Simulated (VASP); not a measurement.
Pb:

```
Pb
1.0
     3.31917   -2.19371    0.00000
     3.31917    2.19371    0.00000
     0.00000    0.00000    8.94871
Pb
4
Direct
  0.85000 0.15000 0.11700
  0.65000 0.35000 0.61700
  0.15000 0.85000 0.88300
  0.35000 0.65000 0.38300
```

```yaml
Program: VASP 6.6.1
Task: relaxation of cell and atoms
Functional: PBE
Potentials_or_basis: VASP PAW PBE potentials, release 64 (Pb_d)
Cutoff: 600 eV
k_mesh: 6 × 6 × 2
Occupations: gaussian, width 0.1 eV
Spin: no spin polarisation
```

At the start: pressure 11.3 GPa; volume 32.58 Å³/atom.

Problem. How do energy, volume and symmetry change on relaxing?

Solution. Over 31 steps the energy falls by 886.3 meV/atom and the volume is 32.50 Å³/atom (-0.2 %); space group Cmce (No. 64, to 0.1 Å) before and after.

Step by step:
| step | energy change (eV) | largest force (eV/Å) | pressure (GPa) | volume (Å³) |
| --- | --- | --- | --- | --- |
| 1 | 0.0000 | 5.8638 | 11.35 | 130.32 |
| 2 | -2.3864 | 0.0940 | -4.86 | 175.96 |
| 3 | -2.7268 | 0.3364 | -2.88 | 154.97 |
| 4 | -3.0663 | 0.2336 | -1.48 | 142.35 |
| 5 | -3.2426 | 0.3936 | 1.50 | 129.44 |
| 6 | -3.3942 | 0.3067 | 0.97 | 129.15 |
| 7 | -3.4310 | 0.2023 | 0.94 | 128.45 |
| 8 | -3.4334 | 0.2244 | 0.91 | 128.61 |
| 9 | -3.4543 | 0.1245 | -0.47 | 132.93 |
| 10 | -3.4543 | 0.1332 | -0.41 | 132.74 |
| 11 | -3.4656 | 0.1099 | -0.26 | 131.91 |
| 12 | -3.4764 | 0.1195 | 0.25 | 129.93 |
| 13 | -3.4831 | 0.1238 | -0.14 | 131.06 |
| 14 | -3.4870 | 0.1371 | -0.52 | 132.33 |
| 15 | -3.4875 | 0.1430 | -0.68 | 132.94 |
| 16 | -3.4896 | 0.1424 | -0.70 | 132.92 |
| 17 | -3.4952 | 0.1413 | -0.71 | 132.85 |
| 18 | -3.5019 | 0.1384 | -0.69 | 132.69 |
| 19 | -3.5137 | 0.1236 | -0.49 | 132.22 |
| 20 | -3.4946 | 0.0537 | -0.06 | 130.77 |
| 21 | -3.5213 | 0.1140 | -0.33 | 131.96 |
| 22 | -3.5222 | 0.0967 | -0.27 | 131.60 |
| 23 | -3.5228 | 0.1078 | -0.32 | 131.79 |
| 24 | -3.5291 | 0.0945 | 0.02 | 130.62 |
| 25 | -3.5323 | 0.0863 | 0.32 | 129.51 |
| 26 | -3.5308 | 0.0687 | 0.91 | 127.30 |
| 27 | -3.5330 | 0.0865 | 0.49 | 128.77 |
| 28 | -3.5378 | 0.0666 | 0.32 | 129.22 |
| 29 | -3.5427 | 0.0385 | -0.07 | 130.31 |
| 30 | -3.5438 | 0.0362 | -0.19 | 130.20 |
| 31 | -3.5453 | 0.0326 | 0.01 | 130.00 |

Final structure:
```cif
data_structure
_symmetry_space_group_name_H-M 'P 1'
_symmetry_Int_Tables_number 1
_cell_length_a 3.6029
_cell_length_b 3.6029
_cell_length_c 10.0154
_cell_angle_alpha 90.000
_cell_angle_beta 90.000
_cell_angle_gamma 90.843
_cell_volume 130.00
loop_
_atom_site_label
_atom_site_type_symbol
_atom_site_fract_x
_atom_site_fract_y
_atom_site_fract_z
_atom_site_occupancy
Pb1 Pb 0.76090 0.23910 0.12556 1
Pb2 Pb 0.73910 0.26090 0.62556 1
Pb3 Pb 0.23910 0.76090 0.87444 1
Pb4 Pb 0.26090 0.73910 0.37444 1
```
